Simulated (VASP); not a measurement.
# ScAl (Pm-3m) in VASP: a series of runs

The runs below take ScAl through single point, with r2SCAN.

Program: VASP 6.6.1. These are calculated values, not measurements. Logs are shortened: lines on timing, memory, paths and dates and some standing lists are left out, and cuts for length are marked.

### 1 The cell of the first run

It takes space group Pm-3m (No. 221, cubic). The conventional cell has a = 3.370 Å, b = 3.370 Å, c = 3.370 Å, α = 90.00°, β = 90.00°, γ = 90.00°. Sc (site symmetry m-3m) has 8 Al at 2.92 Å and 6 Sc at 3.37 Å within 3.8 Å. Al (site symmetry m-3m) has 8 Sc at 2.92 Å and 6 Al at 3.37 Å within 3.8 Å.

### 2 Single point, r2SCAN

The input, POSCAR:

```
ScAl
1.0
    3.3703489700      0.0000000000      0.0000000000
    0.0000000000      3.3703489700      0.0000000000
    0.0000000000      0.0000000000      3.3703489700
Sc Al
1 1
Direct
    0.5000000000      0.5000000000      0.5000000000
    0.0000000000      0.0000000000      0.0000000000
```

The input, INCAR.step1:

```
SYSTEM = ScAl
ALGO     = Normal         ! electronic algorithm
EDIFF    = 1E-4           ! SCF threshold, eV
ENCUT    = 520            ! plane-wave cutoff, eV
GGA      = PE             ! functional
ISMEAR   = 0              ! smearing method
LASPH    = .TRUE.         ! aspherical terms in the spheres
LCHARG   = .FALSE.        ! write CHGCAR
LREAL    = .FALSE.        ! projectors in reciprocal space
LWAVE    = .TRUE.         ! write WAVECAR
NBANDS   = 14             ! bands
NELM     = 100            ! most SCF steps
PREC     = Accurate       ! precision mode
SIGMA    = 0.1            ! smearing width, eV
```

The input, INCAR.step2:

```
SYSTEM = ScAl
ALGO     = Normal         ! electronic algorithm
EDIFF    = 1E-6           ! SCF threshold, eV
ENCUT    = 520            ! plane-wave cutoff, eV
ISIF     = 2              ! what is computed and relaxed
ISMEAR   = 0              ! smearing method
ISTART   = 1            
LASPH    = .TRUE.         ! aspherical terms in the spheres
LCHARG   = .FALSE.        ! write CHGCAR
LMIXTAU  = .TRUE.       
LREAL    = .FALSE.        ! projectors in reciprocal space
LWAVE    = .FALSE.        ! write WAVECAR
METAGGA  = R2SCAN         ! meta-GGA
NBANDS   = 14             ! bands
NELM     = 100            ! most SCF steps
PREC     = Accurate       ! precision mode
SIGMA    = 0.1            ! smearing width, eV
```

The input, KPOINTS:

```
Automatic mesh
0
Gamma
  6 6 6
  0.5 0.5 0.5
```

Potentials or basis: VASP PAW PBE potentials, release 64 (Sc_sv, Al).

On the command line:

```
> cat potpaw_PBE.64/Sc_sv/POTCAR potpaw_PBE.64/Al/POTCAR > POTCAR
> cp INCAR.step1 INCAR
> mpirun -np 1 vasp_std > vasp.out
> cp INCAR.step2 INCAR
> mpirun -np 1 vasp_std > vasp.out
```

OUTCAR:

```text
SYSTEM = ScAl
   EDIFF = 1E-6
   ENCUT = 520
   ISIF = 2
   ISMEAR = 0
   ISTART = 1
   LASPH = .TRUE.
   LREAL = .FALSE.
   METAGGA = R2SCAN
   NELM = 100
   PREC = Accurate

 ion  position               nearest neighbor table
   1  0.500  0.500  0.500-   2 2.92   2 2.92   2 2.92   2 2.92   2 2.92   2 2.92   2 2.92   2 2.92

   2  0.000  0.000  0.000-   1 2.92   1 2.92   1 2.92   1 2.92   1 2.92   1 2.92   1 2.92   1 2.92

  LATTYP: Found a simple cubic cell.
 ALAT       =     3.3703489700

  Lattice vectors:

 A1 = (   3.3703489700,   0.0000000000,   0.0000000000)
 A2 = (   0.0000000000,   3.3703489700,   0.0000000000)
 A3 = (   0.0000000000,   0.0000000000,   3.3703489700)

Analysis of symmetry for initial positions (statically):
=====================================================================
 Subroutine PRICEL returns:
 Original cell was already a primitive cell.

 Routine SETGRP: Setting up the symmetry group for a
 simple cubic supercell.

 Subroutine GETGRP returns: Found 48 space group operations
 (whereof 48 operations were pure point group operations)
 out of a pool of 48 trial point group operations.

The static configuration has the point symmetry O_h .

Analysis of symmetry for dynamics (positions and initial velocities):
=====================================================================
 Subroutine PRICEL returns:
 Original cell was already a primitive cell.

 Routine SETGRP: Setting up the symmetry group for a
 simple cubic supercell.

 Subroutine GETGRP returns: Found 48 space group operations
 (whereof 48 operations were pure point group operations)
 out of a pool of 48 trial point group operations.

The dynamic configuration has the point symmetry O_h .

 Subroutine INISYM returns: Found 48 space group operations
 (whereof 48 operations are pure point group operations),
 and found     1 'primitive' translations

----------------------------------------------------------------------------------------

                                     Primitive cell

  volume of cell :      38.2846

  direct lattice vectors                    reciprocal lattice vectors
     3.370348970  0.000000000  0.000000000     0.296705181  0.000000000  0.000000000
     0.000000000  3.370348970  0.000000000     0.000000000  0.296705181  0.000000000
     0.000000000  0.000000000  3.370348970     0.000000000  0.000000000  0.296705181

  length of vectors
     3.370348970  3.370348970  3.370348970     0.296705181  0.296705181  0.296705181

  position of ions in fractional coordinates (direct lattice)
     0.500000000  0.500000000  0.500000000
     0.000000000  0.000000000  0.000000000

  ion indices of the primitive-cell ions
   primitive index   ion index
                 1           1
                 2           2

----------------------------------------------------------------------------------------

 KPOINTS: Automatic mesh

Automatic generation of k-mesh.
 Grid dimensions read from file:
 generate k-points for:    6    6    6

 Generating k-lattice:

  Cartesian coordinates                     Fractional coordinates (reciprocal lattice)
     0.049450863  0.000000000  0.000000000     0.166666667  0.000000000  0.000000000
     0.000000000  0.049450863  0.000000000     0.000000000  0.166666667  0.000000000
     0.000000000  0.000000000  0.049450863     0.000000000  0.000000000  0.166666667

  Length of vectors
     0.049450863  0.049450863  0.049450863

  Shift w.r.t. Gamma in fractional coordinates (k-lattice)
     0.500000000  0.500000000  0.500000000

 Subroutine IBZKPT returns following result:
 ===========================================

 Found     10 irreducible k-points:

 Following reciprocal coordinates:
            Coordinates               Weight
  0.083333  0.083333  0.083333      8.000000
  0.250000  0.083333  0.083333     24.000000
  0.416667  0.083333  0.083333     24.000000
  0.250000  0.250000  0.083333     24.000000
  0.416667  0.250000  0.083333     48.000000
  0.416667  0.416667  0.083333     24.000000
  0.250000  0.250000  0.250000      8.000000
  0.416667  0.250000  0.250000     24.000000
  0.416667  0.416667  0.250000     24.000000
  0.416667  0.416667  0.416667      8.000000
   k-points           NKPTS =     10   k-points in BZ     NKDIM =     10   number of bands    NBANDS=     14
   number of dos      NEDOS =    301   number of ions     NIONS =      2
   total plane-waves  NPLWV =  21952
   dimension x,y,z NGX =    28 NGY =   28 NGZ =   28
   dimension x,y,z NGXF=    56 NGYF=   56 NGZF=   56
   ions per type =               1   1
   NGX,Y,Z   is equivalent  to a cutoff of  13.81, 13.81, 13.81 a.u.
   NGXF,Y,Z  is equivalent  to a cutoff of  27.62, 27.62, 27.62 a.u.
 SYSTEM =  ScAl
   PREC   = accura    normal or accurate (medium, high low for compatibility)
   ISTART =      1    job   : 0-new  1-cont  2-samecut
   ICHARG =      0    charge: 1-file 2-atom 10-const
   ISPIN  =      1    spin polarized calculation?
   LNONCOLLINEAR =      F non collinear calculations
   LSORBIT =      F    spin-orbit coupling
   LASPH  =      T    aspherical Exc in radial PAW
   ENCUT  =  520.0 eV  38.22 Ry    6.18 a.u.   6.27  6.27  6.27*2*pi/ulx,y,z
   NELM   =    100;   NELMIN=  2; NELMDL=  0     # of ELM steps
   EDIFF  = 0.1E-05   stopping-criterion for ELM
   LREAL  =      F    real-space projection
   EDIFFG = 0.1E-04   stopping-criterion for IOM
   NSW    =      0    number of steps for IOM
   IBRION =     -1    ionic relax: 0-MD 1-quasi-New 2-CG
   NFREE  =      0    steps in history (QN), initial steepest desc. (CG)
   ISIF   =      2    stress and relaxation
   ISYM   =      2    0-nonsym 1-usesym 2-fastsym
   POTIM  = 0.5000    time-step for ionic-motion
   TEBEG  =    0.0;   TEEND  =   0.0 temperature during run
   PSTRESS=    0.0 pullay stress
   NELECT =      14.0000    total number of electrons
   NUPDOWN=      -1.0000    fix difference up-down
   EMIN   =  10.00;   EMAX   =-10.00  energy-range for DOS
   EFERMI =   0.00;   METHOD = LEGACY
   ISMEAR =     0;   SIGMA  =   0.10  broadening in eV -4-tet -1-fermi 0-gaus
   EFERMI_NEDOS =   21; number of points for ismear=-14 and -15
   IALGO  =     38    algorithm
   IMIX   =      4    mixing-type and parameters
     AMIX     =   0.40;   BMIX     =  1.00
     AMIX_MAG =   1.60;   BMIX_MAG =  1.00
  volume/ion in A,a.u.               =      19.14       129.18
  Fermi-wavevector in a.u.,A,eV,Ry     =   1.170692  2.212287 18.647052  1.370520
  Thomas-Fermi vector in A             =   2.307147
   LORBIT       =      0    0 simple, 1 ext, 2 COOP (PROOUT), +10 PAW based schemes
   METAGGA = R2SCAN    functional components
   LHFCALC =     F    Hartree Fock is set to
   AEXX    =    0.0000 exact exchange contribution
   IVDW    =     0    specifies the selected vdW correction
   LEPSILON=     F    determine dielectric tensor
   LRPA    =     F    only Hartree local field effects (RPA)
 non-spin polarized calculation
 Gauss-broadening in eV      SIGMA  =   0.10
  energy-cutoff  :      520.00
  volume of cell :       38.28
 maximum number of plane-waves:      1037
 NGX is ok and might be reduce to    28
   NGX = 13   NGY = 13   NGZ = 13

 number of electron      14.0000002 magnetization

 Free energy of the ion-electron system (eV)
  ---------------------------------------------------
  ext. energy  EPLUGINS =         0.00000000
  ---------------------------------------------------
  free energy    TOTEN  =       -19.06617450 eV

  energy without entropy =      -19.06346147  energy(sigma->0) =      -19.06481798

 E-fermi :   6.1596     XC(G=0): -11.0330

 val. band max:        6.0349120750   @ k =   0.4167   0.4167   0.0833
 cond. band min:       6.2916629015   @ k =   0.4167   0.0833   0.0833
 fundamental gap:      0.2567508265
 Fermi energy:         6.1596470778

 k-point     1 :       0.0833    0.0833    0.0833
  band No.  band energies     occupation
      1     -45.4658      2.00000
      2     -23.0904      2.00000
      3     -23.0879      2.00000
      4     -23.0879      2.00000
      5      -2.5886      2.00000
      6       5.3487      2.00000
      7       5.3487      2.00000
      8       8.0860      0.00000
      9       8.6477      0.00000
     10       8.6477      0.00000
     11      10.3889      0.00000
     12      10.3889      0.00000
     13      10.6743      0.00000
     14      15.3389      0.00000

 k-point     2 :       0.2500    0.0833    0.0833
  band No.  band energies     occupation
      1     -45.4591      2.00000
      2     -23.1703      2.00000
      3     -23.0817      2.00000
      4     -23.0803      2.00000
      5      -1.7918      2.00000
      6       4.1604      2.00000
      7       5.7284      2.00000
      8       7.4088      0.00000
      9       7.5913      0.00000
     10       8.8472      0.00000
     11       9.7023      0.00000
     12      11.7919      0.00000
     13      11.8412      0.00000
     14      14.3900      0.00000

 k-point     3 :       0.4167    0.0833    0.0833
  band No.  band energies     occupation
      1     -45.4524      2.00000
      2     -23.2505      2.00000
      3     -23.0739      2.00000
      4     -23.0727      2.00000
      5      -0.3721      2.00000
      6       2.0649      2.00000
      7       6.2917      0.06190
      8       6.8456      0.00000
      9       7.1520      0.00000
     10       9.0152      0.00000
     11      10.0525      0.00000
     12      12.5599      0.00000
     13      13.2295      0.00000
     14      14.3655      0.00000
[... 86 lines left out ...]
 k-point     9 :       0.4167    0.4167    0.2500
  band No.  band energies     occupation
      1     -45.4332      2.00000
      2     -23.2166      2.00000
      3     -23.2151      2.00000
      4     -23.1322      2.00000
      5       1.5495      2.00000
      6       3.7762      2.00000
      7       3.7987      2.00000
      8       6.6992      0.00000
      9       7.8389      0.00000
     10       8.1649      0.00000
     11       9.1442      0.00000
     12      10.3214      0.00000
     13      11.7227      0.00000
     14      13.1521      0.00000

 k-point    10 :       0.4167    0.4167    0.4167
  band No.  band energies     occupation
      1     -45.4269      2.00000
      2     -23.2064      2.00000
      3     -23.2046      2.00000
      4     -23.2046      2.00000
      5       2.5010      2.00000
      6       3.5822      2.00000
      7       3.5822      2.00000
      8       6.9073      0.00000
      9       8.2051      0.00000
     10       8.4158      0.00000
     11       8.4158      0.00000
     12      10.7609      0.00000
     13      10.7609      0.00000
     14      13.4094      0.00000

------------------------ aborting loop because EDIFF is reached ----------------------------------------

  FORCE on cell =-STRESS in cart. coord.  units (eV):
  Direction    XX          YY          ZZ          XY          YZ          ZX
  --------------------------------------------------------------------------------------
  -------------------------------------------------------------------------------------
  Total        0.0704958      0.0704958      0.0704958     -0.0000000     -0.0000000      0.0000000
  in kB        2.9501843      2.9501843      2.9501843     -0.0000000     -0.0000000      0.0000000
  external PRESSURE =       2.9501843 kB  Pullay stress =       0.0000000 kB

 VOLUME and BASIS-vectors are now :
 -----------------------------------------------------------------------------
  energy-cutoff  :      520.00
  volume of cell :       38.28
      direct lattice vectors                 reciprocal lattice vectors
     3.370348970  0.000000000  0.000000000     0.296705181  0.000000000  0.000000000
     0.000000000  3.370348970  0.000000000     0.000000000  0.296705181  0.000000000
     0.000000000  0.000000000  3.370348970     0.000000000  0.000000000  0.296705181

 POSITION                                       TOTAL-FORCE (eV/Angst)
 -----------------------------------------------------------------------------------
      1.68517      1.68517      1.68517         0.000000      0.000000      0.000000
      0.00000      0.00000      0.00000         0.000000      0.000000      0.000000
 -----------------------------------------------------------------------------------
    total drift:                                0.000000      0.000000      0.000000

  FREE ENERGIE OF THE ION-ELECTRON SYSTEM (eV)
  ---------------------------------------------------
  free  energy   TOTEN  =       -19.0661744952 eV

  energy  without entropy=      -19.0634614684  energy(sigma->0) =      -19.06481798
```

It took 20 s on 1 thread of Intel Xeon 6975P-C (Granite Rapids), shared host; peak memory 0.15 GiB.

What came out:

```
Free energy            : -19.0662 eV
Pressure               : 0.3 GPa
Band gap on the k mesh : zero (bands 7 and 8 overlap by 0.26 eV)
```

Levels at points of the mesh, in eV from the Fermi level:
| k point | band 4 | band 5 | band 6 | band 7 | band 8 | band 9 | band 10 | band 11 |
| --- | --- | --- | --- | --- | --- | --- | --- | --- |
| (0.08, 0.08, 0.08) | -29.25 | -8.75 | -0.81 | -0.81 | 1.93 | 2.49 | 2.49 | 4.23 |

Caveat: the PAW data sets were made with another functional, which shifts forces and pressure a little.

### 3 Single point, r2SCAN

POSCAR is that of step 2.

The input, INCAR.step1:

```
SYSTEM = ScAl
PREC = Accurate
ENCUT = 520
ISMEAR = 0
SIGMA = 0.1
LREAL = .FALSE.
LASPH = .TRUE.
NELM = 100
NBANDS = 14
GGA = PE
ALGO = Normal
EDIFF = 1E-4
LWAVE = .TRUE.
LCHARG = .FALSE.
```

The input, INCAR.step2:

```
SYSTEM = ScAl
PREC = Accurate
ENCUT = 520
EDIFF = 1E-6
ISMEAR = 0
SIGMA = 0.1
LREAL = .FALSE.
LASPH = .TRUE.
NELM = 100
ALGO = Normal
ISIF = 2
LWAVE = .FALSE.
LCHARG = .TRUE.
METAGGA = R2SCAN
LMIXTAU = .TRUE.
LELF = .TRUE.
LVHAR = .TRUE.
NBANDS = 14
ISTART = 1
```

The input, KPOINTS:

```
regular mesh
0
G
  8 8 8
  0 0 0
```

Potentials or basis: VASP PAW PBE potentials, release 64 (Sc_sv, Al).

On the command line:

```
> cat potpaw_PBE.64/Sc_sv/POTCAR potpaw_PBE.64/Al/POTCAR > POTCAR
> cp INCAR.step1 INCAR
> mpirun -np 1 vasp_std > vasp.out
> cp INCAR.step2 INCAR
> mpirun -np 1 vasp_std > vasp.out
```

Run time: 41 s. Hardware: 1 thread of Intel Xeon 6975P-C (Granite Rapids), shared host; peak memory 0.17 GiB.

The run converged. Its results:

| Quantity | Value |
| --- | --- |
| Free energy | -19.0581 eV |
| Pressure | 0.1 GPa |
| Band gap on the k mesh | zero (bands 7 and 8 overlap by 1.26 eV) |

Levels at points of the mesh, in eV from the Fermi level:
```
           k point  band 3  band 4  band 5  band 6  band 7  band 8  band 9  band 10  band 11  band 12
(0.00, 0.00, 0.00)  -29.21  -29.21   -9.05   -0.71   -0.71    2.95    2.95     2.95     3.86     3.86
(0.50, 0.00, 0.00)  -29.20  -29.20   -6.10   -4.93    0.33    0.89    0.89     3.19     4.05     6.14
(0.50, 0.50, 0.00)  -29.37  -29.18   -4.97   -2.17   -2.17   -0.88    1.70     1.70     3.92     5.28
(0.50, 0.50, 0.50)  -29.35  -29.35   -2.76   -2.76   -2.76   -0.32    2.90     2.90     2.90     3.99
```

Caveat: the PAW data sets were made with another functional, which shifts forces and pressure a little.
